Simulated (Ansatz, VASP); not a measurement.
# One calculation of GaN, two programs

```xyz
4
Lattice="3.3976 0.0000 0.0000 -1.6988 2.9424 0.0000 0.0000 0.0000 4.7047" Properties=species:S:1:pos:R:3 pbc="T T T"
Ga    0.0000    1.9616    4.7006
Ga    1.6988    0.9808    2.3482
N     0.0000    1.9616    1.7683
N     1.6988    0.9808    4.1207
```

Alike in both runs: task single point; functional PBE; k mesh 12 × 12 × 6; occupations gaussian, width 0.05 eV; no spin polarisation.

```csv
,VASP,Ansatz
version,VASP 6.6.1,Ansatz 0.2.0
potentials or method,"VASP PAW PBE potentials, release 64 (Ga_d, N), cutoff 520 eV","scalar-relativistic, plane waves, PAW"
valence electrons in the cell,36,36
```

|  | VASP | Ansatz | Ansatz less VASP |
| --- | --- | --- | --- |
| gap on the k mesh at the Fermi level (eV) | 1.63 | 1.63 | -0.002 |
| least direct gap on the mesh (eV) | 1.63 | 1.63 | -0.002 |
| pressure (GPa) | 7.5 | 7.5 | +0.05 |
| traceless stress, the component that is largest in VASP (GPa) | 43.20 | 43.68 | +0.480 |
| rms of the force components (eV/Å) | 1.633 | 1.674 | +0.0417 |

Atom by atom the forces differ by 0.042 eV/Å (rms over components).
